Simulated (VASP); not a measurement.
Here is a VASP 6.6.1 calculation.

File INCAR:

```
PREC = Accurate ; ENCUT = 600
EDIFF = 1E-6 ; ISMEAR = 0
SIGMA = 0.05 ; LREAL = F
LASPH = T ; NELM = 120
ALGO = Normal ; ISIF = 2
LWAVE = F ; LCHARG = T
GGA = RE ; LELF = T
LVHAR = T ; NBANDS = 19
GGA_COMPAT = F
```

The input KPOINTS:

```
Automatic mesh
0
Gamma
  6 6 6
```

File POSCAR:

```
BaF2
1.0
    0.0000000000      3.1439884907      3.1439884907
    3.1439884907      0.0000000000      3.1439884907
    3.1439884907      3.1439884907      0.0000000000
Ba F
1 2
Direct
    0.0000000000      0.0000000000      0.0000000000
    0.2500000000      0.2500000000      0.2500000000
    0.7500000000      0.7500000000      0.7500000000
```

Potentials or basis: VASP PAW PBE potentials, release 64 (Ba_sv, F).

Run with:

```bash
$ cat potpaw_PBE.64/Ba_sv/POTCAR potpaw_PBE.64/F/POTCAR > POTCAR
$ mpirun -np 1 vasp_std > vasp.out
```

Predict the band gap on the k mesh.

6.88 eV, indirect (least direct gap 6.93 eV).

Predict the pressure.

1.8 GPa.

Caveat: the PAW data sets were made with another functional, which shifts forces and pressure a little; spin-orbit coupling is left out, which moves the levels of the heavy elements. A k mesh can miss the band edges.
